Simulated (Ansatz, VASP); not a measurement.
**MnSb: VASP beside Ansatz**

Contents of INCAR:

```
PREC     = Accurate       # precision mode
ENCUT    = 520            # plane-wave cutoff, eV
EDIFF    = 1E-6           # SCF threshold, eV
ISMEAR   = -1             # smearing method
SIGMA    = 0.05           # smearing width, eV
LREAL    = F              # projectors in reciprocal space
LASPH    = T              # aspherical terms in the spheres
NELM     = 150            # most SCF steps
ALGO     = Normal         # electronic algorithm
ISIF     = 2              # what is computed and relaxed
LWAVE    = F              # write WAVECAR
LCHARG   = F              # write CHGCAR
ISPIN    = 2              # spin polarisation
MAGMOM   = 0 0 4 4        # initial moments
LORBIT   = 11             # projections on sites
LMAXMIX  = 4              # l up to which the mixer works
GGA      = CA             # functional
NBANDS   = 30             # bands
```

File KPOINTS:

```
regular mesh
0
Gamma
  7 7 5
```

File POSCAR:

```
MnSb
1.0
    4.1221468118      0.0000000000      0.0000000000
   -2.0610734059      3.5698838571      0.0000000000
    0.0000000000      0.0000000000      5.7412068848
Sb Mn
2 2
Direct
    0.6666666667      0.3333333333      0.7500000000
    0.3333333333      0.6666666667      0.2500000000
    0.0000000000      0.0000000000      0.5000000000
    0.0000000000      0.0000000000      0.0000000000
```

Contents of input.yaml:

```yaml
crystal:
  lattice:
    - [4.1221468118, 0.0, 0.0]
    - [-2.0610734059, 3.5698838571, 0.0]
    - [0.0, 0.0, 5.7412068848]
  atoms:
    - { symbol: Sb, position: [0.6666666667, 0.3333333333, 0.75] }
    - { symbol: Sb, position: [0.3333333333, 0.6666666667, 0.25] }
    - { symbol: Mn, position: [0.0, 0.0, 0.5], spin: 4.0 }
    - { symbol: Mn, position: [0.0, 0.0, 0.0], spin: 4.0 }
hamiltonian:
  xc: lda
  pseudopotentials: { kind: paw }
magnetization:
  spin_polarized: true
kpoints:
  mp_grid: { grid: [7, 7, 5] }
scf:
  occupations: { method: fermi_dirac, width: 0.05 }
output:
  forces: true
  stress: true
  eigenvalues: true
  write_density: true
  write_potential: true
  elf: true
  volumetric_format: npy
```

Alike in both runs: task single point; functional LDA; k mesh 7 × 7 × 5; occupations fermi-dirac, width 0.05 eV; collinear spin.

|  | VASP | Ansatz |
| --- | --- | --- |
| version | VASP 6.6.1 | Ansatz 0.2.0 |
| potentials or method | VASP PAW LDA potentials, release 64 (Sb, Mn_pv) | Ansatz PAW |
| plane-wave cutoff (eV) | 520 | 420 |
| valence electrons in the cell | 36 | 60 |

VASP gave:

| Item | Value |
| --- | --- |
| gap on the k mesh at the Fermi level (eV) | none |
| pressure (GPa) | -10.6 |
| traceless stress, the component that is largest in VASP (GPa) | -0.84 |
| net moment per atom (μB) | 1.56 |
| size of the moment on the site where the two differ most (μB) | 3.13 |

**Question.** Estimate Ansatz's values.

**Answer.** gap on the k mesh at the Fermi level (eV): none; pressure (GPa): -9.9; traceless stress, the component that is largest in VASP (GPa): -0.84; net moment per atom (μB): 1.60; size of the moment on the site where the two differ most (μB): 3.24.

LDA's correlation is that of Perdew and Zunger in VASP and of Perdew and Wang (1992) in Ansatz. Site moments also hang on the region over which each program counts them. A gap of «none» marks a metal or a gap that the smearing closes. VASP's potentials hold 36 valence electrons a cell and Ansatz's 60, so a difference there can come from the potentials and not from the codes.

Spin-orbit coupling is off throughout.
